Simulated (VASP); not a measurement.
Write the native input for VASP 6.6.1 that does the following.

```
Task                   : single point
Functional             : r2SCAN
Potentials or basis    : VASP PAW PBE potentials, release 64 (Ca_sv, S)
Cutoff                 : 550 eV
k mesh                 : 8 × 8 × 8
Occupations            : gaussian, width 0.02 eV
Spin                   : no spin polarisation
Dipole correction      : no
Further INCAR settings : ALGO = Normal; EDIFF = 1e-06; NBANDS = 15
```

The system is CaS (Oldhamite).

```
Ca S
1.0
     0.00000    2.78975    2.78975
     2.78975    0.00000    2.78975
     2.78975    2.78975    0.00000
Ca S
1 1
Direct
  0.00000 0.00000 0.00000
  0.50000 0.50000 0.50000
```

This cell differs from its parent crystal: volume scaled by 0.94.

The input as run:

POSCAR

```
CaS
1.0
    0.0000000000      2.7897492518      2.7897492518
    2.7897492518      0.0000000000      2.7897492518
    2.7897492518      2.7897492518      0.0000000000
Ca S
1 1
Direct
    0.0000000000      0.0000000000      0.0000000000
    0.5000000000      0.5000000000      0.5000000000
```

INCAR.step1

```
PREC = Accurate ; ENCUT = 550
ISMEAR = 0 ; SIGMA = 0.02
LREAL = False ; LASPH = True
NELM = 120 ; NBANDS = 15
GGA = PE ; ALGO = Normal
EDIFF = 1E-5 ; LWAVE = True
LCHARG = False ; GGA_COMPAT = False
```

INCAR.step2

```
PREC = Accurate ; ENCUT = 550
EDIFF = 1E-6 ; ISMEAR = 0
SIGMA = 0.02 ; LREAL = False
LASPH = True ; NELM = 120
ALGO = Normal ; ISIF = 2
LWAVE = False ; LCHARG = True
METAGGA = R2SCAN ; LMIXTAU = True
LELF = True ; LVHAR = True
NBANDS = 15 ; ISTART = 1
GGA_COMPAT = False
```

KPOINTS

```
Automatic mesh
0
Gamma
  8 8 8
```

Potentials or basis: VASP PAW PBE potentials, release 64 (Ca_sv, S).

Run with:

```bash
$ cat potpaw_PBE.64/Ca_sv/POTCAR potpaw_PBE.64/S/POTCAR > POTCAR
$ cp INCAR.step1 INCAR
$ mpirun -np 1 vasp_std > vasp.out
$ cp INCAR.step2 INCAR
$ mpirun -np 1 vasp_std > vasp.out
```

Results of the run:

| Property | Result |
| --- | --- |
| Pressure | 4.7 GPa |
| Band gap on the k mesh | 2.65 eV, indirect (least direct gap 3.52 eV) |

Caveat: the PAW data sets were made with another functional, which shifts forces and pressure a little.

It took 93 s on 1 thread of Intel Xeon 6975P-C, on a shared host, peak memory 0.18 GiB.
